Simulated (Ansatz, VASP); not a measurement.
# Two plane-wave programs on SnSe

File POSCAR:

```
SnSe
1.0
    6.0200000000      0.0000000000      0.0000000000
    0.0000000000     -6.0200000000      0.0000000000
    0.0000000000      0.0000000000     -6.0200000000
Sn Se
4 4
Direct
    0.0000000000      0.5000000000      0.5000000000
    0.5000000000      0.0000000000      0.5000000000
    0.5000000000      0.5000000000      0.0000000000
    0.0000000000      0.0000000000      0.0000000000
    0.5000000000      0.0000000000      0.0000000000
    0.0000000000      0.5000000000      0.0000000000
    0.0000000000      0.0000000000      0.5000000000
    0.5000000000      0.5000000000      0.5000000000
```

INCAR.step1

```
SYSTEM = SnSe
PREC = Accurate
ENCUT = 520
ISMEAR = 0
SIGMA = 0.05
LREAL = .False.
LASPH = .True.
NELM = 100
NBANDS = 50
GGA = PE
ALGO = Normal
EDIFF = 1E-4
LWAVE = .True.
LCHARG = .False.
```

INCAR.step2

```
SYSTEM = SnSe
PREC = Accurate
ENCUT = 520
EDIFF = 1E-7
ISMEAR = 0
SIGMA = 0.05
LREAL = .False.
LASPH = .True.
NELM = 100
ALGO = Normal
ISIF = 2
LWAVE = .False.
LCHARG = .False.
METAGGA = R2SCAN
LMIXTAU = .True.
NBANDS = 50
ISTART = 1
```

Contents of KPOINTS:

```
regular mesh
0
Gamma
  6 6 6
  0 0 0
```

Input for Ansatz:

```yaml
crystal:
  lattice:
    - [6.02, 0.0, 0.0]
    - [0.0, -6.02, 0.0]
    - [0.0, 0.0, -6.02]
  atoms:
    - { symbol: Sn, position: [0.0, 0.5, 0.5] }
    - { symbol: Sn, position: [0.5, 0.0, 0.5] }
    - { symbol: Sn, position: [0.5, 0.5, 0.0] }
    - { symbol: Sn, position: [0.0, 0.0, 0.0] }
    - { symbol: Se, position: [0.5, 0.0, 0.0] }
    - { symbol: Se, position: [0.0, 0.5, 0.0] }
    - { symbol: Se, position: [0.0, 0.0, 0.5] }
    - { symbol: Se, position: [0.5, 0.5, 0.5] }
basis:
  ecutwfc: 500
kpoints:
  mp_grid: { grid: [6, 6, 6] }
hamiltonian:
  xc: r2scan
scf:
  occupations: { method: gaussian, width: 0.05 }
output:
  forces: true
  stress: true
  eigenvalues: true
  write_density: true
  write_potential: true
  elf: true
  volumetric_format: npy
```

Alike in both runs: task single point; functional r2SCAN; k mesh 6 × 6 × 6; occupations gaussian, width 0.05 eV; no spin polarisation.

|  | VASP | Ansatz |
| --- | --- | --- |
| version | VASP 6.6.1 | Ansatz 0.2.0 |
| potentials or method | VASP PAW PBE potentials, release 64 (Sn_d, Se), cutoff 520 eV | scalar-relativistic, plane waves, PAW |
| valence electrons in the cell | 80 | 120 |

```tsv
	VASP	Ansatz	Ansatz less VASP
gap on the k mesh at the Fermi level (eV)	0.37	0.37	0.000
least direct gap on the mesh (eV)	0.45	0.45	0.000
pressure (GPa)	0.0	0.0	-0.01
```

VASP's potentials were made for PBE, not for r2SCAN. VASP's potentials hold 80 valence electrons a cell and Ansatz's 120, so a difference there can come from the potentials and not from the codes.
